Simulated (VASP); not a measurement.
# C in VASP: single point with PBE+D3(BJ)

Aim: the single point of C with PBE+D3(BJ).

All numbers are computed with VASP 6.6.1; they aren't measurements. Logs are shortened: lines on timing, memory, paths and dates and some standing lists are left out, and cuts for length are marked.

**1. The cell of the first run**

The cell holds a slab with vacuum, 4 atoms: a = 2.466 Å, b = 2.466 Å, c = 17.500 Å, α = 90.00°, β = 90.00°, γ = 120.00°.

**2. Single point, PBE+D3(BJ) (layers slid over each other)**

Contents of INCAR:

```
SYSTEM = C
PREC     = Accurate       ! precision mode
ENCUT    = 520            ! plane-wave cutoff, eV
EDIFF    = 1E-6           ! SCF threshold, eV
ISMEAR   = 0              ! smearing method
SIGMA    = 0.1            ! smearing width, eV
LREAL    = .False.        ! projectors in reciprocal space
LASPH    = .True.         ! aspherical terms in the spheres
NELM     = 80             ! most SCF steps
ALGO     = Normal         ! electronic algorithm
ISIF     = 2              ! what is computed and relaxed
LWAVE    = .False.        ! write WAVECAR
LCHARG   = .True.         ! write CHGCAR
LDIPOL   = .True.       
IDIPOL   = 3            
DIPOL    = 0.5 0.5 0.343
GGA      = PE             ! functional
IVDW     = 12             ! dispersion correction
LELF     = .True.         ! ELF
LVHAR    = .True.       
LVACPOTAV= .True.       
NBANDS   = 16             ! bands
```

Contents of KPOINTS:

```
Automatic mesh
0
Gamma
  15 15 1
  0 0 0
```

Contents of POSCAR:

```
C
1.0
    2.4656524409      0.0000000000      0.0000000000
   -1.2328262205      2.1353176508      0.0000000000
    0.0000000000      0.0000000000     17.5000663883
C
4
Direct
    0.6666666667      0.3333333333      0.2571437784
    0.3333333333      0.6666666667      0.2571418816
    1.3333333333      0.6666666667      0.4291450227
    1.6666666667      0.3333333333      0.4291431259
```

Potentials or basis: VASP PAW PBE potentials, release 64 (C).

Command:

```sh
cat potpaw_PBE.64/C/POTCAR > POTCAR
mpirun -np 1 vasp_std > vasp.out
```

OUTCAR:

```text
SYSTEM = C
   PREC = Accurate
   ENCUT = 520
   EDIFF = 1E-6
   ISMEAR = 0
   LREAL = .False.
   LASPH = .True.
   NELM = 80
   ISIF = 2
   GGA = PE
   IVDW = 12
 IVDW          = 12

 ion  position               nearest neighbor table
   1  0.667  0.333  0.257-   2 1.42   2 1.42   2 1.42
   2  0.333  0.667  0.257-   1 1.42   1 1.42   1 1.42
   3  0.333  0.667  0.429-   4 1.42   4 1.42   4 1.42
   4  0.667  0.333  0.429-   3 1.42   3 1.42   3 1.42

  LATTYP: Found a hexagonal cell.
 ALAT       =     2.4656524409
 C/A-ratio  =     7.0975398227

  Lattice vectors:

 A1 = (   2.4656524409,   0.0000000000,   0.0000000000)
 A2 = (  -1.2328262205,   2.1353176508,   0.0000000000)
 A3 = (   0.0000000000,   0.0000000000,  17.5000663883)

Analysis of symmetry for initial positions (statically):
=====================================================================
 Subroutine PRICEL returns:
 Original cell was already a primitive cell.

 Routine SETGRP: Setting up the symmetry group for a
 hexagonal supercell.

 Subroutine GETGRP returns: Found 24 space group operations
 (whereof 12 operations were pure point group operations)
 out of a pool of 24 trial point group operations.

The static configuration has the point symmetry C_6v.
 The point group associated with its full space group is D_6h.

Analysis of symmetry for dynamics (positions and initial velocities):
=====================================================================
 Subroutine PRICEL returns:
 Original cell was already a primitive cell.

 Routine SETGRP: Setting up the symmetry group for a
 hexagonal supercell.

 Subroutine GETGRP returns: Found 24 space group operations
 (whereof 12 operations were pure point group operations)
 out of a pool of 24 trial point group operations.

The dynamic configuration has the point symmetry C_6v.
 The point group associated with its full space group is D_6h.

 Subroutine INISYM returns: Found 24 space group operations
 (whereof 12 operations are pure point group operations),
 and found     1 'primitive' translations

----------------------------------------------------------------------------------------

                                     Primitive cell

  volume of cell :      92.1370

  direct lattice vectors                    reciprocal lattice vectors
     2.465652441  0.000000000  0.000000000     0.405572166  0.234157199  0.000000000
    -1.232826221  2.135317651  0.000000000     0.000000000  0.468314398  0.000000000
     0.000000000  0.000000000 17.500066388     0.000000000  0.000000000  0.057142640

  length of vectors
     2.465652441  2.465652441 17.500066388     0.468314398  0.468314398  0.057142640

  position of ions in fractional coordinates (direct lattice)
     0.666666667  0.333333333  0.257143778
     0.333333333  0.666666667  0.257141882
     0.333333333  0.666666667  0.429145023
     0.666666667  0.333333333  0.429143126

  ion indices of the primitive-cell ions
   primitive index   ion index
                 1           1
                 2           2
                 3           3
                 4           4

----------------------------------------------------------------------------------------

 KPOINTS: Automatic mesh

Automatic generation of k-mesh.
 Grid dimensions read from file:
 generate k-points for:   15   15    1

 Generating k-lattice:

  Cartesian coordinates                     Fractional coordinates (reciprocal lattice)
     0.027038144  0.015610480  0.000000000     0.066666667  0.000000000  0.000000000
     0.000000000  0.031220960  0.000000000     0.000000000  0.066666667  0.000000000
     0.000000000  0.000000000  0.057142640     0.000000000  0.000000000  1.000000000

  Length of vectors
     0.031220960  0.031220960  0.057142640

  Shift w.r.t. Gamma in fractional coordinates (k-lattice)
     0.000000000  0.000000000  0.000000000

 Subroutine IBZKPT returns following result:
 ===========================================

 Found     27 irreducible k-points:

 Following reciprocal coordinates:
            Coordinates               Weight
  0.000000  0.000000  0.000000      1.000000
  0.066667  0.000000  0.000000      6.000000
  0.133333 -0.000000  0.000000      6.000000
  0.200000  0.000000  0.000000      6.000000
  0.266667 -0.000000  0.000000      6.000000
  0.333333  0.000000  0.000000      6.000000
[... 16 lines left out ...]
  0.333333  0.200000  0.000000     12.000000
  0.400000  0.200000  0.000000      6.000000
 [... further k-points ...]
   k-points           NKPTS =     27   k-points in BZ     NKDIM =     27   number of bands    NBANDS=     16
   number of dos      NEDOS =    301   number of ions     NIONS =      4
   total plane-waves  NPLWV =  45360
   dimension x,y,z NGX =    18 NGY =   18 NGZ =  140
   dimension x,y,z NGXF=    36 NGYF=   36 NGZF=  280
   ions per type =               4
   NGX,Y,Z   is equivalent  to a cutoff of  12.14, 12.14, 13.30 a.u.
   NGXF,Y,Z  is equivalent  to a cutoff of  24.27, 24.27, 26.60 a.u.
 SYSTEM =  C
   PREC   = accura    normal or accurate (medium, high low for compatibility)
   ISTART =      0    job   : 0-new  1-cont  2-samecut
   ICHARG =      2    charge: 1-file 2-atom 10-const
   ISPIN  =      1    spin polarized calculation?
   LNONCOLLINEAR =      F non collinear calculations
   LSORBIT =      F    spin-orbit coupling
   LASPH  =      T    aspherical Exc in radial PAW
   ENCUT  =  520.0 eV  38.22 Ry    6.18 a.u.   4.58  4.58 32.54*2*pi/ulx,y,z
   NELM   =     80;   NELMIN=  2; NELMDL= -5     # of ELM steps
   EDIFF  = 0.1E-05   stopping-criterion for ELM
   LREAL  =      F    real-space projection
   EDIFFG = 0.1E-04   stopping-criterion for IOM
   NSW    =      0    number of steps for IOM
   IBRION =     -1    ionic relax: 0-MD 1-quasi-New 2-CG
   NFREE  =      0    steps in history (QN), initial steepest desc. (CG)
   ISIF   =      2    stress and relaxation
   ISYM   =      2    0-nonsym 1-usesym 2-fastsym
   POTIM  = 0.5000    time-step for ionic-motion
   TEBEG  =    0.0;   TEEND  =   0.0 temperature during run
   PSTRESS=    0.0 pullay stress
   NELECT =      16.0000    total number of electrons
   NUPDOWN=      -1.0000    fix difference up-down
   EMIN   =  10.00;   EMAX   =-10.00  energy-range for DOS
   EFERMI =   0.00;   METHOD = LEGACY
   ISMEAR =     0;   SIGMA  =   0.10  broadening in eV -4-tet -1-fermi 0-gaus
   EFERMI_NEDOS =   21; number of points for ismear=-14 and -15
   IALGO  =     38    algorithm
   IMIX   =      4    mixing-type and parameters
     AMIX     =   0.40;   BMIX     =  1.00
     AMIX_MAG =   1.60;   BMIX_MAG =  1.00
  volume/ion in A,a.u.               =      23.03       155.44
  Fermi-wavevector in a.u.,A,eV,Ry     =   0.913349  1.725980 11.350070  0.834207
  Thomas-Fermi vector in A             =   2.037850
   LORBIT       =      0    0 simple, 1 ext, 2 COOP (PROOUT), +10 PAW based schemes
   GGA     = PE    functional components
   LHFCALC =     F    Hartree Fock is set to
   AEXX    =    0.0000 exact exchange contribution
   IVDW    =    12    specifies the selected vdW correction
   LEPSILON=     F    determine dielectric tensor
   LRPA    =     F    only Hartree local field effects (RPA)
 non-spin polarized calculation
 Gauss-broadening in eV      SIGMA  =   0.10
  energy-cutoff  :      520.00
  volume of cell :       92.14
 maximum number of plane-waves:      2516
   NGX =  9   NGY =  9   NGZ = 65

 dipolmoment           0.000000      0.000000      0.000001 electrons x Angstroem

 number of electron      15.9999997 magnetization

 dipolmoment           0.000000      0.000000     -0.000129 electrons x Angstroem

 Free energy of the ion-electron system (eV)
  ---------------------------------------------------
  ext. energy  EPLUGINS =         0.00000000
  ---------------------------------------------------
  free energy    TOTEN  =       -36.72131294 eV

  energy without entropy =      -36.72131294  energy(sigma->0) =      -36.72131294

 E-fermi :  -0.8689     XC(G=0):  -4.3560

 val. band max:       -1.3135872743   @ k =   0.3333   0.2667   0.0000
 cond. band min:      -0.4335847586   @ k =   0.3333   0.2667   0.0000
 fundamental gap:      0.8800025157
 Fermi energy:        -0.8688829760

 k-point     1 :       0.0000    0.0000    0.0000
  band No.  band energies     occupation
      1     -20.5692      2.00000
      2     -20.2302      2.00000
      3      -9.2739      2.00000
      4      -7.6388      2.00000
      5      -3.9258      2.00000
      6      -3.9258      2.00000
[... 8 lines left out ...]
     15       7.3830      0.00000
     16       7.5113      0.00000

 k-point     2 :       0.0667    0.0000    0.0000
  band No.  band energies     occupation
      1     -20.4632      2.00000
      2     -20.1260      2.00000
      3      -9.1467      2.00000
      4      -7.5162      2.00000
      5      -4.3557      2.00000
      6      -4.2924      2.00000
[... 8 lines left out ...]
     15       7.5685      0.00000
     16       7.8355      0.00000

 k-point     3 :       0.1333   -0.0000    0.0000
  band No.  band energies     occupation
      1     -20.1457      2.00000
      2     -19.8139      2.00000
      3      -8.7671      2.00000
      4      -7.1510      2.00000
      5      -5.4967      2.00000
      6      -5.4102      2.00000
[... 8 lines left out ...]
     15       7.6073      0.00000
     16       8.8294      0.00000
[... 362 lines left out ...]
 k-point    23 :       0.3333    0.2000    0.0000
  band No.  band energies     occupation
      1     -15.6005      2.00000
      2     -15.3408      2.00000
      3     -12.6172      2.00000
      4     -12.4139      2.00000
      5      -9.6436      2.00000
      6      -9.5076      2.00000
[... 8 lines left out ...]
     15      10.2695      0.00000
     16      11.0386      0.00000

 k-point    24 :       0.4000    0.2000    0.0000
  band No.  band energies     occupation
      1     -14.6695      2.00000
      2     -14.4170      2.00000
      3     -13.6585      2.00000
      4     -13.4461      2.00000
      5      -9.7772      2.00000
      6      -9.6396      2.00000
[... 8 lines left out ...]
     15      11.1343      0.00000
     16      11.4152      0.00000

 [... further k-points ...]

------------------------ aborting loop because EDIFF is reached ----------------------------------------

 Edisp (eV)   -0.51494

 E8    (eV) :    -0.1558

  FORCE on cell =-STRESS in cart. coord.  units (eV):
  Direction    XX          YY          ZZ          XY          YZ          ZX
  --------------------------------------------------------------------------------------
  -------------------------------------------------------------------------------------
  Total      -0.09658    -0.09658     1.56969     0.00000     0.00000     0.00000
  in kB      -1.67938    -1.67938    27.29550     0.00000     0.00000     0.00000
  external pressure =        7.98 kB  Pullay stress =        0.00 kB

 VOLUME and BASIS-vectors are now :
 -----------------------------------------------------------------------------
  energy-cutoff  :      520.00
  volume of cell :       92.14
      direct lattice vectors                 reciprocal lattice vectors
     2.465652441  0.000000000  0.000000000     0.405572166  0.234157199  0.000000000
    -1.232826221  2.135317651  0.000000000     0.000000000  0.468314398  0.000000000
     0.000000000  0.000000000 17.500066388     0.000000000  0.000000000  0.057142640

 POSITION                                       TOTAL-FORCE (eV/Angst)
 -----------------------------------------------------------------------------------
      1.23283      0.71177      4.50003         0.000000     -0.000000     -0.264811
     -0.00000      1.42355      4.50000        -0.000000      0.000000     -0.264811
     -0.00000      1.42355      7.51007        -0.000000      0.000000      0.264811
      1.23283      0.71177      7.51003         0.000000     -0.000000      0.264811
 -----------------------------------------------------------------------------------
    total drift:                                0.000000      0.000000     -0.029616

  FREE ENERGIE OF THE ION-ELECTRON SYSTEM (eV)
  ---------------------------------------------------
  free  energy   TOTEN  =       -37.2362480952 eV

  energy  without entropy=      -37.2362480951  energy(sigma->0) =      -37.23624810

 vacuum level on the upper side and lower side of the slab         3.468         3.472
```

Run time: 70 s. Hardware: 1 thread of Intel Xeon Platinum 8488C (Sapphire Rapids), shared host; peak memory 0.2 GiB.

Results:

- Free energy: -37.2362 eV
- Largest force: 0.265 eV/Å
- Dispersion energy per atom: -0.129 eV

Forces on the atoms (eV/Å):
```
C    0.000  0.000 -0.265
C    0.000  0.000 -0.265
C    0.000  0.000  0.265
C    0.000  0.000  0.265
```

Caveat: the cell differs from its parent crystal (layers slid over each other).
